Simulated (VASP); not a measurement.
# Sb (P6_3/mmc) in VASP: a series of runs

Sb is run at these levels: r2SCAN; tasks: single point, relaxation of cell and atoms.

Everything below comes from runs of VASP 6.6.1. Logs are shortened: lines on timing, memory, paths and dates and some standing lists are left out, and cuts for length are marked.

**1. The cell of the first run**

It takes space group P6_3/mmc (No. 194, hexagonal). Conventional cell: a = 5.106 Å, b = 5.106 Å, c = 6.090 Å, α = 90.00°, β = 90.00°, γ = 120.00°. Sb (site symmetry -6m2) has 5 Sb at 2.95 to 3.04 Å within 3.9 Å. Sb (site symmetry -6m2) has 3 Sb at 2.95 Å within 3.9 Å.

This isn't the form of Sb at room conditions, which is rhombohedral.

**2. Single point, r2SCAN**

File POSCAR:

```
Sb
1.0
    5.1058070007      0.0000000000      0.0000000000
   -2.5529035004      4.4217585695      0.0000000000
    0.0000000000      0.0000000000      6.0896102234
Sb
4
Direct
    0.0000000000      0.0000000000      0.2500000000
    0.0000000000      0.0000000000      0.7500000000
    0.3333333333      0.6666666667      0.7500000000
    0.6666666667      0.3333333333      0.2500000000
```

File INCAR.step1:

```
PREC = Accurate ; ENCUT = 520
ISMEAR = 0 ; SIGMA = 0.1
LREAL = F ; LASPH = T
NELM = 100 ; NBANDS = 18
GGA = PE ; ALGO = Normal
EDIFF = 1E-4 ; LWAVE = T
LCHARG = F
```

File INCAR.step2:

```
PREC = Accurate ; ENCUT = 520
EDIFF = 1E-7 ; ISMEAR = 0
SIGMA = 0.1 ; LREAL = F
LASPH = T ; NELM = 100
ALGO = Normal ; ISIF = 2
LWAVE = F ; LCHARG = F
METAGGA = R2SCAN ; LMIXTAU = T
NBANDS = 18 ; ISTART = 1
```

File KPOINTS:

```
regular mesh
0
Gamma
  12 12 8
```

Potentials or basis: VASP PAW PBE potentials, release 64 (Sb).

Run with:

```
$ cat potpaw_PBE.64/Sb/POTCAR > POTCAR
$ cp INCAR.step1 INCAR
$ mpirun -np 1 vasp_std > vasp.out
$ cp INCAR.step2 INCAR
$ mpirun -np 1 vasp_std > vasp.out
```

OUTCAR:

```text
PREC = Accurate
   ENCUT = 520
   EDIFF = 1E-7
   ISMEAR = 0
   LREAL = F
   LASPH = T
   NELM = 100
   ISIF = 2
   METAGGA = R2SCAN
   ISTART = 1

 ion  position               nearest neighbor table
   1  0.000  0.000  0.250-   4 2.95   4 2.95   4 2.95   2 3.04   2 3.04
   2  0.000  0.000  0.750-   3 2.95   3 2.95   3 2.95   1 3.04   1 3.04
   3  0.333  0.667  0.750-   2 2.95   2 2.95   2 2.95
   4  0.667  0.333  0.250-   1 2.95   1 2.95   1 2.95

  LATTYP: Found a hexagonal cell.
 ALAT       =     5.1058070007
 C/A-ratio  =     1.1926831983

  Lattice vectors:

 A1 = (   5.1058070007,   0.0000000000,   0.0000000000)
 A2 = (  -2.5529035004,   4.4217585695,   0.0000000000)
 A3 = (   0.0000000000,   0.0000000000,   6.0896102234)

Analysis of symmetry for initial positions (statically):
=====================================================================
 Subroutine PRICEL returns:
 Original cell was already a primitive cell.

 Routine SETGRP: Setting up the symmetry group for a
 hexagonal supercell.

 Subroutine GETGRP returns: Found 24 space group operations
 (whereof 12 operations were pure point group operations)
 out of a pool of 24 trial point group operations.

The static configuration has the point symmetry D_3d.
 The point group associated with its full space group is D_6h.

Analysis of symmetry for dynamics (positions and initial velocities):
=====================================================================
 Subroutine PRICEL returns:
 Original cell was already a primitive cell.

 Routine SETGRP: Setting up the symmetry group for a
 hexagonal supercell.

 Subroutine GETGRP returns: Found 24 space group operations
 (whereof 12 operations were pure point group operations)
 out of a pool of 24 trial point group operations.

The dynamic configuration has the point symmetry D_3d.
 The point group associated with its full space group is D_6h.

 Subroutine INISYM returns: Found 24 space group operations
 (whereof 12 operations are pure point group operations),
 and found     1 'primitive' translations

----------------------------------------------------------------------------------------

                                     Primitive cell

  volume of cell :     137.4830

  direct lattice vectors                    reciprocal lattice vectors
     5.105807001  0.000000000  0.000000000     0.195855425  0.113077182  0.000000000
    -2.552903500  4.421758569  0.000000000     0.000000000  0.226154365  0.000000000
     0.000000000  0.000000000  6.089610223     0.000000000  0.000000000  0.164214123

  length of vectors
     5.105807001  5.105807001  6.089610223     0.226154365  0.226154365  0.164214123

  position of ions in fractional coordinates (direct lattice)
     0.000000000  0.000000000  0.250000000
     0.000000000  0.000000000  0.750000000
     0.333333333  0.666666667  0.750000000
     0.666666667  0.333333333  0.250000000

  ion indices of the primitive-cell ions
   primitive index   ion index
                 1           1
                 2           2
                 3           3
                 4           4

----------------------------------------------------------------------------------------

 KPOINTS: regular mesh

Automatic generation of k-mesh.
 Grid dimensions read from file:
 generate k-points for:   12   12    8

 Generating k-lattice:

  Cartesian coordinates                     Fractional coordinates (reciprocal lattice)
     0.016321285  0.009423099  0.000000000     0.083333333  0.000000000  0.000000000
     0.000000000  0.018846197  0.000000000     0.000000000  0.083333333  0.000000000
     0.000000000  0.000000000  0.020526765     0.000000000  0.000000000  0.125000000

  Length of vectors
     0.018846197  0.018846197  0.020526765

  Shift w.r.t. Gamma in fractional coordinates (k-lattice)
     0.000000000  0.000000000  0.000000000

 Subroutine IBZKPT returns following result:
 ===========================================

 Found     95 irreducible k-points:

 Following reciprocal coordinates:
            Coordinates               Weight
  0.000000  0.000000  0.000000      1.000000
  0.083333 -0.000000  0.000000      6.000000
  0.166667 -0.000000  0.000000      6.000000
  0.250000  0.000000  0.000000      6.000000
  0.333333  0.000000  0.000000      6.000000
  0.416667 -0.000000  0.000000      6.000000
[... 16 lines left out ...]
  0.250000  0.000000  0.125000     12.000000
  0.333333  0.000000  0.125000     12.000000
 [... further k-points ...]
   k-points           NKPTS =     95   k-points in BZ     NKDIM =     95   number of bands    NBANDS=     18
   number of dos      NEDOS =    301   number of ions     NIONS =      4
   total plane-waves  NPLWV =  76800
   dimension x,y,z NGX =    40 NGY =   40 NGZ =   48
   dimension x,y,z NGXF=    80 NGYF=   80 NGZF=   96
   ions per type =               4
   NGX,Y,Z   is equivalent  to a cutoff of  13.02, 13.02, 13.10 a.u.
   NGXF,Y,Z  is equivalent  to a cutoff of  26.05, 26.05, 26.21 a.u.
 SYSTEM =  unknown system
   PREC   = accura    normal or accurate (medium, high low for compatibility)
   ISTART =      1    job   : 0-new  1-cont  2-samecut
   ICHARG =      0    charge: 1-file 2-atom 10-const
   ISPIN  =      1    spin polarized calculation?
   LNONCOLLINEAR =      F non collinear calculations
   LSORBIT =      F    spin-orbit coupling
   LASPH  =      T    aspherical Exc in radial PAW
   ENCUT  =  520.0 eV  38.22 Ry    6.18 a.u.   9.49  9.49 11.32*2*pi/ulx,y,z
   NELM   =    100;   NELMIN=  2; NELMDL=  0     # of ELM steps
   EDIFF  = 0.1E-06   stopping-criterion for ELM
   LREAL  =      F    real-space projection
   EDIFFG = 0.1E-05   stopping-criterion for IOM
   NSW    =      0    number of steps for IOM
   IBRION =     -1    ionic relax: 0-MD 1-quasi-New 2-CG
   NFREE  =      0    steps in history (QN), initial steepest desc. (CG)
   ISIF   =      2    stress and relaxation
   ISYM   =      2    0-nonsym 1-usesym 2-fastsym
   POTIM  = 0.5000    time-step for ionic-motion
   TEBEG  =    0.0;   TEEND  =   0.0 temperature during run
   PSTRESS=    0.0 pullay stress
   NELECT =      20.0000    total number of electrons
   NUPDOWN=      -1.0000    fix difference up-down
   EMIN   =  10.00;   EMAX   =-10.00  energy-range for DOS
   EFERMI =   0.00;   METHOD = LEGACY
   ISMEAR =     0;   SIGMA  =   0.10  broadening in eV -4-tet -1-fermi 0-gaus
   EFERMI_NEDOS =   21; number of points for ismear=-14 and -15
   IALGO  =     38    algorithm
   IMIX   =      4    mixing-type and parameters
     AMIX     =   0.40;   BMIX     =  1.00
     AMIX_MAG =   1.60;   BMIX_MAG =  1.00
  volume/ion in A,a.u.               =      34.37       231.95
  Fermi-wavevector in a.u.,A,eV,Ry     =   0.860997  1.627049 10.086224  0.741317
  Thomas-Fermi vector in A             =   1.978586
   LORBIT       =      0    0 simple, 1 ext, 2 COOP (PROOUT), +10 PAW based schemes
   METAGGA = R2SCAN    functional components
   LHFCALC =     F    Hartree Fock is set to
   AEXX    =    0.0000 exact exchange contribution
   IVDW    =     0    specifies the selected vdW correction
   LEPSILON=     F    determine dielectric tensor
   LRPA    =     F    only Hartree local field effects (RPA)
 non-spin polarized calculation
 Gauss-broadening in eV      SIGMA  =   0.10
  energy-cutoff  :      520.00
  volume of cell :      137.48
 maximum number of plane-waves:      3734
 NGX is ok and might be reduce to    40
   NGX = 19   NGY = 19   NGZ = 23

 number of electron      19.9999999 magnetization

 Free energy of the ion-electron system (eV)
  ---------------------------------------------------
  ext. energy  EPLUGINS =         0.00000000
  ---------------------------------------------------
  free energy    TOTEN  =      -101.11932124 eV

  energy without entropy =     -101.10391994  energy(sigma->0) =     -101.11162059

 E-fermi :   5.4556     XC(G=0):  -9.3501

 val. band max:        5.4425462522   @ k =   0.3333   0.1667   0.3750
 cond. band min:       5.4629744208   @ k =   0.0833   0.0833   0.2500
 fundamental gap:      0.0204281686
 Fermi energy:         5.4555738900

 k-point     1 :       0.0000    0.0000    0.0000
  band No.  band energies     occupation
      1      -7.0756      2.00000
      2      -4.8908      2.00000
      3      -1.2917      2.00000
      4       0.2673      2.00000
      5       0.3832      2.00000
      6       1.9780      2.00000
[... 10 lines left out ...]
     17      11.0310      0.00000
     18      11.0310      0.00000

 k-point     2 :       0.0833   -0.0000    0.0000
  band No.  band energies     occupation
      1      -7.0293      2.00000
      2      -4.8514      2.00000
      3      -1.5266      2.00000
      4       0.0905      2.00000
      5       0.3078      2.00000
      6       1.8597      2.00000
[... 10 lines left out ...]
     17      10.8527      0.00000
     18      10.9658      0.00000

 k-point     3 :       0.1667   -0.0000    0.0000
  band No.  band energies     occupation
      1      -6.8923      2.00000
      2      -4.7372      2.00000
      3      -2.0740      2.00000
      4      -0.5379      2.00000
      5       0.4251      2.00000
      6       1.6053      2.00000
[... 10 lines left out ...]
     17      10.8651      0.00000
     18      11.4155      0.00000

 k-point     4 :       0.2500    0.0000    0.0000
  band No.  band energies     occupation
      1      -6.6722      2.00000
      2      -4.5654      2.00000
      3      -2.7056      2.00000
      4      -1.2258      2.00000
      5       0.6053      2.00000
      6       1.3405      2.00000
[... 10 lines left out ...]
     17      10.8767      0.00000
     18      11.9992      0.00000

 k-point     5 :       0.3333    0.0000    0.0000
  band No.  band energies     occupation
      1      -6.3888      2.00000
      2      -4.4016      2.00000
      3      -3.2370      2.00000
      4      -1.8723      2.00000
      5       0.8181      2.00000
      6       1.1263      2.00000
[... 10 lines left out ...]
     17      10.9458      0.00000
     18      12.2456      0.00000

 k-point     6 :       0.4167   -0.0000    0.0000
  band No.  band energies     occupation
      1      -6.0980      2.00000
      2      -4.4291      2.00000
      3      -3.4079      2.00000
      4      -2.4230      2.00000
      5       0.9899      2.00000
      6       1.0057      2.00000
[... 10 lines left out ...]
     17      11.0109      0.00000
     18      11.6358      0.00000

 k-point     7 :       0.5000    0.0000    0.0000
  band No.  band energies     occupation
      1      -5.9523      2.00000
      2      -4.5391      2.00000
      3      -3.3102      2.00000
      4      -2.7118      2.00000
      5       0.9432      2.00000
      6       1.0844      2.00000
[... 10 lines left out ...]
     17      11.0366      0.00000
     18      11.5558      0.00000

 k-point     8 :       0.0833    0.0833    0.0000
  band No.  band energies     occupation
      1      -6.9375      2.00000
      2      -4.7743      2.00000
      3      -1.9100      2.00000
      4      -0.3643      2.00000
      5       0.3867      2.00000
      6       1.7710      2.00000
[... 10 lines left out ...]
     17      10.9978      0.00000
     18      11.2219      0.00000
[... 229 lines left out ...]
     17      11.6846      0.00000
     18      11.6846      0.00000

 k-point    20 :       0.0000    0.0000    0.1250
  band No.  band energies     occupation
      1      -7.0197      2.00000
      2      -5.0287      2.00000
      3      -1.2570      2.00000
      4      -0.0349      2.00000
      5       0.8894      2.00000
      6       2.0206      2.00000
[... 10 lines left out ...]
     17      10.7375      0.00000
     18      11.2862      0.00000

 k-point    21 :       0.0833   -0.0000    0.1250
  band No.  band energies     occupation
      1      -6.9734      2.00000
      2      -4.9881      2.00000
      3      -1.4917      2.00000
      4      -0.2231      2.00000
      5       0.8270      2.00000
      6       1.9045      2.00000
[... 10 lines left out ...]
     17      10.8315      0.00000
     18      11.1070      0.00000

 k-point    22 :       0.1667   -0.0000    0.1250
  band No.  band energies     occupation
      1      -6.8364      2.00000
      2      -4.8695      2.00000
      3      -2.0396      2.00000
      4      -0.7447      2.00000
      5       0.8410      2.00000
      6       1.6537      2.00000
[... 10 lines left out ...]
     17      10.7826      0.00000
     18      11.1481      0.00000

 k-point    23 :       0.2500    0.0000    0.1250
  band No.  band energies     occupation
      1      -6.6163      2.00000
      2      -4.6877      2.00000
      3      -2.6754      2.00000
      4      -1.3925      2.00000
      5       0.9822      2.00000
      6       1.3916      2.00000
[... 10 lines left out ...]
     17      10.4853      0.00000
     18      11.6863      0.00000

 k-point    24 :       0.3333    0.0000    0.1250
  band No.  band energies     occupation
      1      -6.3325      2.00000
      2      -4.4959      2.00000
      3      -3.2260      2.00000
      4      -2.0295      2.00000
      5       1.1790      2.00000
      6       1.1844      2.00000
[... 10 lines left out ...]
     17      10.2642      0.00000
     18      12.2564      0.00000

 [... further k-points ...]
[... 5 lines left out ...]
  --------------------------------------------------------------------------------------
  -------------------------------------------------------------------------------------
  Total        0.0605150      0.0605150      0.0099347     -0.0000000     -0.0000000      0.0000000
  in kB        0.7052200      0.7052200      0.1157757     -0.0000000     -0.0000000      0.0000000
  external PRESSURE =       0.5087386 kB  Pullay stress =       0.0000000 kB

 VOLUME and BASIS-vectors are now :
 -----------------------------------------------------------------------------
  energy-cutoff  :      520.00
  volume of cell :      137.48
      direct lattice vectors                 reciprocal lattice vectors
     5.105807001  0.000000000  0.000000000     0.195855425  0.113077182  0.000000000
    -2.552903500  4.421758569  0.000000000     0.000000000  0.226154365  0.000000000
     0.000000000  0.000000000  6.089610223     0.000000000  0.000000000  0.164214123

 POSITION                                       TOTAL-FORCE (eV/Angst)
 -----------------------------------------------------------------------------------
      0.00000      0.00000      1.52240         0.000000     -0.000000      0.000000
      0.00000      0.00000      4.56721        -0.000000     -0.000000      0.000000
     -0.00000      2.94784      4.56721        -0.000000      0.000000      0.000000
      2.55290      1.47392      1.52240        -0.000000     -0.000000     -0.000000
 -----------------------------------------------------------------------------------
    total drift:                                0.000000     -0.000000      0.000000

  FREE ENERGIE OF THE ION-ELECTRON SYSTEM (eV)
  ---------------------------------------------------
  free  energy   TOTEN  =      -101.1193212391 eV

  energy  without entropy=     -101.1039199437  energy(sigma->0) =     -101.11162059
```

Wall time 20 min (1 thread of Intel Xeon 8259CL, shared host); peak memory 0.4 GiB.

What came out:

* Free energy: -101.1193 eV
* Pressure: 0.1 GPa
* Band gap on the k mesh: zero (bands 10 and 11 overlap by 0.80 eV)

Levels at points of the mesh, in eV from the Fermi level:
| k point | band 7 | band 8 | band 9 | band 10 | band 11 | band 12 | band 13 | band 14 |
| --- | --- | --- | --- | --- | --- | --- | --- | --- |
| (0.00, 0.00, 0.00) | -3.48 | -2.43 | -2.43 | 0.03 | 1.12 | 1.14 | 1.14 | 2.04 |
| (0.50, 0.00, 0.00) | -2.60 | -1.61 | -1.59 | -1.07 | 0.14 | 3.45 | 3.47 | 3.78 |
| (0.00, 0.00, 0.50) | -2.91 | -2.91 | -1.66 | -1.66 | 1.06 | 1.06 | 1.06 | 1.06 |
| (0.50, 0.00, 0.50) | -2.37 | -2.37 | -0.52 | -0.52 | 1.22 | 1.22 | 3.51 | 3.51 |

Caveat: the PAW data sets were made with another functional, which shifts forces and pressure a little; spin-orbit coupling is left out, which moves the levels of the heavy elements.

**3. Relaxation of cell and atoms, r2SCAN**

This run uses another cell than the first one, of 27.09 Å³/atom.

File POSCAR:

```
Sb
1.0
    3.3287175212      0.0000000000      0.0000000000
   -1.6643587606      2.8827539353      0.0000000000
    0.0000000000      0.0000000000     11.2932356650
Sb
4
Direct
    0.0000000000      0.0000000000      0.0000000000
    0.0000000000      0.0000000000      0.5000000000
    0.3333333333      0.6666666667      0.7500000000
    0.6666666667      0.3333333333      0.2500000000
```

File INCAR.step1:

```
ALGO = Normal ; EDIFF = 1E-4
ENCUT = 600 ; GGA = PE
ISMEAR = 0 ; LASPH = True
LCHARG = False ; LREAL = False
LWAVE = True ; NELM = 80
PREC = Accurate ; SIGMA = 0.1
```

File INCAR.step2:

```
ALGO = Normal ; EDIFF = 1E-6
EDIFFG = -0.01 ; ENCUT = 600
IBRION = 2 ; ISIF = 3
ISMEAR = 0 ; ISTART = 1
LASPH = True ; LCHARG = False
LMIXTAU = True ; LREAL = False
LWAVE = False ; METAGGA = R2SCAN
NELM = 80 ; NSW = 100
PREC = Accurate ; SIGMA = 0.1
```

File KPOINTS:

```
k-points
0
Gamma
  18 18 4
```

Potentials or basis: VASP PAW PBE potentials, release 64 (Sb).

Run with:

```
$ cat potpaw_PBE.64/Sb/POTCAR > POTCAR
$ cp INCAR.step1 INCAR
$ mpirun -np 1 vasp_std > vasp.out
$ cp INCAR.step2 INCAR
$ mpirun -np 1 vasp_std > vasp.out
```

Wall time 70 min (1 thread of Oxide Virtual Turin-like, shared host); peak memory 0.37 GiB.

Results (log left out):

| Property | Result |
| --- | --- |
| Free energy | -101.0815 eV |
| Relaxed volume | 27.08 Å³/atom |
| Relaxed cell | a = 3.343 Å, b = 3.343 Å, c = 11.191 Å, α = 90.00°, β = 90.00°, γ = 120.00° |
| Space group after relaxing (to 0.1 Å) | P6_3/mmc (No. 194) |
| Energy gained by relaxing | 0.8 meV/atom |
| Ionic steps | 8 |
| Pressure after relaxing | 0.0 GPa |

The path:
```tsv
step	energy change (eV)	largest force (eV/Å)	pressure (GPa)	volume (Å³)
1	0.0000	0.0000	0.03	108.37
2	-0.0024	0.0000	-0.05	108.45
3	-0.0030	0.0000	-0.10	108.50
4	-0.0030	0.0000	-0.10	108.50
5	-0.0029	0.0000	-0.09	108.49
6	-0.0030	0.0000	-0.10	108.50
7	-0.0030	0.0000	0.07	108.21
8	-0.0030	0.0000	0.01	108.32
```

Final structure:
```
CELL_PARAMETERS angstrom
3.34317 0.00000 0.00000
-1.67159 2.89527 0.00000
0.00000 0.00000 11.19075
ATOMIC_POSITIONS crystal
Sb 0.00000 0.00000 0.00000
Sb 0.00000 0.00000 0.50000
Sb 0.33333 0.66667 0.75000
Sb 0.66667 0.33333 0.25000
```

Levels at points of the mesh, in eV from the Fermi level:
```csv
k point,band 7,band 8,band 9,band 10,band 11,band 12,band 13,band 14
"(0.00, 0.00, 0.00)",-1.11,4.04,4.04,4.74,4.74,4.81,4.81,5.24
"(0.50, 0.00, 0.00)",-4.17,-3.75,-1.89,-1.02,0.56,1.70,1.78,1.79
"(0.00, 0.00, 0.50)",2.69,2.69,4.24,4.24,4.24,4.24,5.40,5.40
"(0.50, 0.00, 0.50)",-4.73,-4.73,-0.51,-0.51,0.88,0.88,1.12,1.12
```

Caveat: the highest band is partly filled, so the run has too few bands; the PAW data sets were made with another functional, which shifts forces and pressure a little; spin-orbit coupling is left out, which moves the levels of the heavy elements.

The gap in the log of VASP goes by the Fermi energy; the results here count the filled bands.